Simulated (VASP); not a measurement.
Hf2ZrC3, 6 atoms in the cell. The structure is tetragonal, space group I4/mmm (No. 139). Conventional cell: a = 3.302 Å, b = 3.302 Å, c = 14.013 Å, α = 90.00°, β = 90.00°, γ = 90.00°. Within 3.1 Å of Zr (site symmetry 4/mmm) lie 6 C at 2.34 to 2.35 Å. Within 3.1 Å of Hf (site symmetry 4mm) lie 6 C at 2.32 to 2.34 Å. C (site symmetry 4mm) has 5 Hf at 2.32 to 2.34 Å and 1 Zr at 2.35 Å within 3.1 Å. Within 3.1 Å of C (site symmetry 4/mmm) lie 4 Zr at 2.34 Å and 2 Hf at 2.34 Å. 

| Quantity | Value |
| --- | --- |
| Program | VASP 6.6.1 |
| Task | single point |
| Functional | PBE |
| Potentials or basis | VASP PAW PBE potentials, release 64 (Zr_sv, Hf_pv, C) |
| Cutoff | 520 eV |
| k mesh | 14 × 14 × 14 |
| Occupations | gaussian, width 0.1 eV |
| Spin | no spin polarisation |
| Dipole correction | no |
| Further INCAR settings | ALGO = Normal; EDIFF = 1e-06; NBANDS = 31 |

Potentials or basis: VASP PAW PBE potentials, release 64 (Zr_sv, Hf_pv, C).

Launch:

```sh
$ cat potpaw_PBE.64/Zr_sv/POTCAR potpaw_PBE.64/Hf_pv/POTCAR potpaw_PBE.64/C/POTCAR > POTCAR
$ mpirun -np 1 vasp_std > vasp.out
```

Hardware: 1 thread of AMD EPYC 9R45 96-Core Processor (Zen 5), on a shared host.

Estimate the wall time of this run.

It took 23 min on 1 thread of AMD EPYC 9R45 96-Core Processor (Zen 5), with other jobs on the host, peak memory 0.79 GiB. Counts: scf iterations 15, k points 244.
